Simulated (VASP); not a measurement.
Input of a VASP 6.6.1 run:

The input INCAR:

```
SYSTEM = HfN
ALGO = Normal
EDIFF = 1E-6
ENCUT = 520
GGA = PE
ISIF = 2
ISMEAR = 0
LASPH = .True.
LCHARG = .True.
LELF = .True.
LREAL = .False.
LVHAR = .True.
LWAVE = .False.
NBANDS = 23
NELM = 80
PREC = Accurate
SIGMA = 0.1
```

File KPOINTS:

```
k-points
0
Gamma
  18 18 10
  0 0 0
```

Contents of POSCAR:

```
HfN
1.0
    3.1435730563      0.0000000000      0.0000000000
   -1.5717865282      2.7224141254      0.0000000000
    0.0000000000      0.0000000000      5.5598391782
Hf N
2 2
Direct
    0.6666666667      0.3333333333      0.7500000000
    0.3333333333      0.6666666667      0.2500000000
    0.0000000000      0.0000000000      0.0000000000
    0.0000000000      0.0000000000      0.5000000000
```

Potentials or basis: VASP PAW PBE potentials, release 64 (Hf_pv, N).

Command:

```console
$ cat potpaw_PBE.64/Hf_pv/POTCAR potpaw_PBE.64/N/POTCAR > POTCAR
$ mpirun -np 1 vasp_std > vasp.out
```

(1) Predict the band gap on the k mesh.

(2) Estimate the pressure.

## Answers

(1) zero (band 15 reaches 9.30 eV, above the bottom of band 16 at 7.18 eV).

(2) -4.6 GPa.

Caveat: the cell differs from its parent crystal (uniaxial strain along c: +2.0 %); spin-orbit coupling is left out, which moves the levels of the heavy elements.
